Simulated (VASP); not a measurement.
# Ti (P6_3/mmc) in VASP: further runs, part 2 of 2

VASP 6.6.1.

### 3 Single point, r2SCAN

Input file POSCAR:

```
Ti
1.0
    2.9499978604      0.0000000000      0.0000000000
   -1.4749989302      2.5547730882      0.0000000000
    0.0000000000      0.0000000000      4.6860000000
Ti
2
Direct
    0.3333333333      0.6666666667      0.2500000000
    0.6666666667      0.3333333333      0.7500000000
```

Input file INCAR.step1:

```
SYSTEM = Ti
PREC     = Accurate       ! precision mode
ENCUT    = 520            ! plane-wave cutoff, eV
ISMEAR   = -1             ! smearing method
SIGMA    = 0.02           ! smearing width, eV
LREAL    = .False.        ! projectors in reciprocal space
LASPH    = .True.         ! aspherical terms in the spheres
NELM     = 80             ! most SCF steps
NBANDS   = 19             ! bands
GGA      = PE             ! functional
ALGO     = Normal         ! electronic algorithm
EDIFF    = 1E-4           ! SCF threshold, eV
LWAVE    = .True.         ! write WAVECAR
LCHARG   = .False.        ! write CHGCAR
```

Input file INCAR.step2:

```
SYSTEM = Ti
PREC     = Accurate       ! precision mode
ENCUT    = 520            ! plane-wave cutoff, eV
EDIFF    = 1E-6           ! SCF threshold, eV
ISMEAR   = -1             ! smearing method
SIGMA    = 0.02           ! smearing width, eV
LREAL    = .False.        ! projectors in reciprocal space
LASPH    = .True.         ! aspherical terms in the spheres
NELM     = 80             ! most SCF steps
ALGO     = Normal         ! electronic algorithm
ISIF     = 2              ! what is computed and relaxed
LWAVE    = .False.        ! write WAVECAR
LCHARG   = .False.        ! write CHGCAR
METAGGA  = R2SCAN         ! meta-GGA
LMIXTAU  = .True.       
NBANDS   = 19             ! bands
ISTART   = 1
```

Input file KPOINTS:

```
regular mesh
0
Gamma
  24 24 12
  0 0 0
```

Potentials or basis: VASP PAW PBE potentials, release 64 (Ti_sv).

Command:

```bash
> cat potpaw_PBE.64/Ti_sv/POTCAR > POTCAR
> cp INCAR.step1 INCAR
> mpirun -np 1 vasp_std > vasp.out
> cp INCAR.step2 INCAR
> mpirun -np 1 vasp_std > vasp.out
```

OUTCAR:

```text
SYSTEM = Ti
   PREC = Accurate
   ENCUT = 520
   EDIFF = 1E-6
   ISMEAR = -1
   LREAL = .False.
   LASPH = .True.
   NELM = 80
   ISIF = 2
   METAGGA = R2SCAN
   ISTART = 1

 ion  position               nearest neighbor table
   1  0.333  0.667  0.250-   2 2.90   2 2.90   2 2.90   2 2.90   2 2.90   2 2.90
   2  0.667  0.333  0.750-   1 2.90   1 2.90   1 2.90   1 2.90   1 2.90   1 2.90

  LATTYP: Found a hexagonal cell.
 ALAT       =     2.9499978604
 C/A-ratio  =     1.5884757284

  Lattice vectors:

 A1 = (   2.9499978604,   0.0000000000,   0.0000000000)
 A2 = (  -1.4749989302,   2.5547730882,   0.0000000000)
 A3 = (   0.0000000000,   0.0000000000,   4.6860000000)

Analysis of symmetry for initial positions (statically):
=====================================================================
 Subroutine PRICEL returns:
 Original cell was already a primitive cell.

 Routine SETGRP: Setting up the symmetry group for a
 hexagonal supercell.

 Subroutine GETGRP returns: Found 24 space group operations
 (whereof 12 operations were pure point group operations)
 out of a pool of 24 trial point group operations.

The static configuration has the point symmetry D_3d.
 The point group associated with its full space group is D_6h.

Analysis of symmetry for dynamics (positions and initial velocities):
=====================================================================
 Subroutine PRICEL returns:
 Original cell was already a primitive cell.

 Routine SETGRP: Setting up the symmetry group for a
 hexagonal supercell.

 Subroutine GETGRP returns: Found 24 space group operations
 (whereof 12 operations were pure point group operations)
 out of a pool of 24 trial point group operations.

The dynamic configuration has the point symmetry D_3d.
 The point group associated with its full space group is D_6h.

 Subroutine INISYM returns: Found 24 space group operations
 (whereof 12 operations are pure point group operations),
 and found     1 'primitive' translations

----------------------------------------------------------------------------------------

                                     Primitive cell

  volume of cell :      35.3164

  direct lattice vectors                    reciprocal lattice vectors
     2.949997860  0.000000000  0.000000000     0.338983297  0.195712098  0.000000000
    -1.474998930  2.554773088  0.000000000     0.000000000  0.391424195  0.000000000
     0.000000000  0.000000000  4.686000000     0.000000000  0.000000000  0.213401622

  length of vectors
     2.949997860  2.949997860  4.686000000     0.391424195  0.391424195  0.213401622

  position of ions in fractional coordinates (direct lattice)
     0.333333333  0.666666667  0.250000000
     0.666666667  0.333333333  0.750000000

  ion indices of the primitive-cell ions
   primitive index   ion index
                 1           1
                 2           2

----------------------------------------------------------------------------------------

 KPOINTS: regular mesh

Automatic generation of k-mesh.
 Grid dimensions read from file:
 generate k-points for:   24   24   12

 Generating k-lattice:

  Cartesian coordinates                     Fractional coordinates (reciprocal lattice)
     0.014124304  0.008154671  0.000000000     0.041666667  0.000000000  0.000000000
     0.000000000  0.016309341  0.000000000     0.000000000  0.041666667  0.000000000
     0.000000000  0.000000000  0.017783468     0.000000000  0.000000000  0.083333333

  Length of vectors
     0.016309341  0.016309341  0.017783468

  Shift w.r.t. Gamma in fractional coordinates (k-lattice)
     0.000000000  0.000000000  0.000000000

 Subroutine IBZKPT returns following result:
 ===========================================

 Found    427 irreducible k-points:

 Following reciprocal coordinates:
            Coordinates               Weight
  0.000000  0.000000  0.000000      1.000000
  0.041667  0.000000  0.000000      6.000000
  0.083333  0.000000  0.000000      6.000000
  0.125000  0.000000  0.000000      6.000000
  0.166667  0.000000  0.000000      6.000000
  0.208333  0.000000  0.000000      6.000000
[... 16 lines left out ...]
  0.416667  0.041667  0.000000     12.000000
  0.458333  0.041667  0.000000     12.000000
 [... further k-points ...]
   k-points           NKPTS =    427   k-points in BZ     NKDIM =    427   number of bands    NBANDS=     19
   number of dos      NEDOS =    301   number of ions     NIONS =      2
   total plane-waves  NPLWV =  20736
   dimension x,y,z NGX =    24 NGY =   24 NGZ =   36
   dimension x,y,z NGXF=    48 NGYF=   48 NGZF=   72
   ions per type =               2
   NGX,Y,Z   is equivalent  to a cutoff of  13.53, 13.53, 12.77 a.u.
   NGXF,Y,Z  is equivalent  to a cutoff of  27.05, 27.05, 25.54 a.u.
 SYSTEM =  Ti
   PREC   = accura    normal or accurate (medium, high low for compatibility)
   ISTART =      1    job   : 0-new  1-cont  2-samecut
   ICHARG =      0    charge: 1-file 2-atom 10-const
   ISPIN  =      1    spin polarized calculation?
   LNONCOLLINEAR =      F non collinear calculations
   LSORBIT =      F    spin-orbit coupling
   LASPH  =      T    aspherical Exc in radial PAW
   ENCUT  =  520.0 eV  38.22 Ry    6.18 a.u.   5.49  5.49  8.71*2*pi/ulx,y,z
   NELM   =     80;   NELMIN=  2; NELMDL=  0     # of ELM steps
   EDIFF  = 0.1E-05   stopping-criterion for ELM
   LREAL  =      F    real-space projection
   EDIFFG = 0.1E-04   stopping-criterion for IOM
   NSW    =      0    number of steps for IOM
   IBRION =     -1    ionic relax: 0-MD 1-quasi-New 2-CG
   NFREE  =      0    steps in history (QN), initial steepest desc. (CG)
   ISIF   =      2    stress and relaxation
   ISYM   =      2    0-nonsym 1-usesym 2-fastsym
   POTIM  = 0.5000    time-step for ionic-motion
   TEBEG  =    0.0;   TEEND  =   0.0 temperature during run
   PSTRESS=    0.0 pullay stress
   NELECT =      24.0000    total number of electrons
   NUPDOWN=      -1.0000    fix difference up-down
   EMIN   =  10.00;   EMAX   =-10.00  energy-range for DOS
   EFERMI =   0.00;   METHOD = LEGACY
   ISMEAR =    -1;   SIGMA  =   0.02  broadening in eV -4-tet -1-fermi 0-gaus
   EFERMI_NEDOS =   21; number of points for ismear=-14 and -15
   IALGO  =     38    algorithm
   IMIX   =      4    mixing-type and parameters
     AMIX     =   0.40;   BMIX     =  1.00
     AMIX_MAG =   1.60;   BMIX_MAG =  1.00
  volume/ion in A,a.u.               =      17.66       119.16
  Fermi-wavevector in a.u.,A,eV,Ry     =   1.439306  2.719894 28.185854  2.071602
  Thomas-Fermi vector in A             =   2.558176
   LORBIT       =      0    0 simple, 1 ext, 2 COOP (PROOUT), +10 PAW based schemes
   METAGGA = R2SCAN    functional components
   LHFCALC =     F    Hartree Fock is set to
   AEXX    =    0.0000 exact exchange contribution
   IVDW    =     0    specifies the selected vdW correction
   LEPSILON=     F    determine dielectric tensor
   LRPA    =     F    only Hartree local field effects (RPA)
 non-spin polarized calculation
  energy-cutoff  :      520.00
  volume of cell :       35.32
 maximum number of plane-waves:       982
 NGX is ok and might be reduce to    24
   NGX = 11   NGY = 11   NGZ = 17

 number of electron      24.0000001 magnetization

 Free energy of the ion-electron system (eV)
  ---------------------------------------------------
  ext. energy  EPLUGINS =         0.00000000
  ---------------------------------------------------
  free energy    TOTEN  =       -25.89932932 eV

  energy without entropy =      -25.89719807  energy(sigma->0) =      -25.89826369

 E-fermi :   8.2350     XC(G=0): -12.3119

 val. band max:        8.2326893283   @ k =   0.3333   0.3333   0.2500
 cond. band min:       8.2377056252   @ k =   0.3333   0.1667   0.4167
 fundamental gap:      0.0050162969
 Fermi energy:         8.2350062944

 k-point     1 :       0.0000    0.0000    0.0000
  band No.  band energies     occupation
      1     -51.0487      2.00000
      2     -50.9159      2.00000
      3     -26.5881      2.00000
      4     -25.9524      2.00000
      5     -25.9524      2.00000
      6     -25.8939      2.00000
[... 11 lines left out ...]
     18      10.0308      0.00000
     19      11.5406      0.00000
[... 485 lines left out ...]
 k-point    24 :       0.4583    0.0417    0.0000
  band No.  band energies     occupation
      1     -50.9329      2.00000
      2     -50.8898      2.00000
      3     -26.4206      2.00000
      4     -26.3003      2.00000
      5     -26.2855      2.00000
      6     -26.0971      2.00000
[... 11 lines left out ...]
     18      11.9441      0.00000
     19      12.5845      0.00000

 [... further k-points ...]

------------------------ aborting loop because EDIFF is reached ----------------------------------------

  FORCE on cell =-STRESS in cart. coord.  units (eV):
  Direction    XX          YY          ZZ          XY          YZ          ZX
  --------------------------------------------------------------------------------------
  -------------------------------------------------------------------------------------
  Total       -0.3902272     -0.3902272     -0.5092346     -0.0000000     -0.0000000      0.0000000
  in kB      -17.7032019    -17.7032019    -23.1021383     -0.0000000     -0.0000000      0.0000000
  external PRESSURE =     -19.5028474 kB  Pullay stress =       0.0000000 kB

 VOLUME and BASIS-vectors are now :
 -----------------------------------------------------------------------------
  energy-cutoff  :      520.00
  volume of cell :       35.32
      direct lattice vectors                 reciprocal lattice vectors
     2.949997860  0.000000000  0.000000000     0.338983297  0.195712098  0.000000000
    -1.474998930  2.554773088  0.000000000     0.000000000  0.391424195  0.000000000
     0.000000000  0.000000000  4.686000000     0.000000000  0.000000000  0.213401622

 POSITION                                       TOTAL-FORCE (eV/Angst)
 -----------------------------------------------------------------------------------
     -0.00000      1.70318      1.17150        -0.000000      0.000000      0.000000
      1.47500      0.85159      3.51450         0.000000      0.000000      0.000000
 -----------------------------------------------------------------------------------
    total drift:                               -0.000000      0.000000     -0.000000

  FREE ENERGIE OF THE ION-ELECTRON SYSTEM (eV)
  ---------------------------------------------------
  free  energy   TOTEN  =       -25.8993293160 eV

  energy  without entropy=      -25.8971980696  energy(sigma->0) =      -25.89826369
```

It took 20 min on 1 thread of Intel Xeon 8259CL, shared host; peak memory 0.35 GiB.

Results:

* Free energy: -25.8993 eV
* Pressure: -2.0 GPa
* Band gap on the k mesh: zero (bands 12 and 13 overlap by 1.27 eV)

Levels at points of the mesh, in eV from the Fermi level:
| k point | band 9 | band 10 | band 11 | band 12 | band 13 | band 14 | band 15 | band 16 |
| --- | --- | --- | --- | --- | --- | --- | --- | --- |
| (0.00, 0.00, 0.00) | -6.59 | -2.84 | 0.47 | 0.85 | 0.85 | 0.92 | 1.36 | 1.36 |
| (0.50, 0.00, 0.00) | -2.51 | -2.24 | -1.91 | -0.86 | 0.61 | 0.65 | 1.21 | 3.47 |
| (0.00, 0.00, 0.50) | -4.69 | -4.69 | 0.04 | 0.04 | 0.77 | 0.77 | 0.77 | 0.77 |
| (0.50, 0.00, 0.50) | -2.65 | -2.65 | -0.87 | -0.87 | 1.19 | 1.19 | 1.87 | 1.87 |

Caveat: the PAW data sets were made with another functional, which shifts forces and pressure a little.
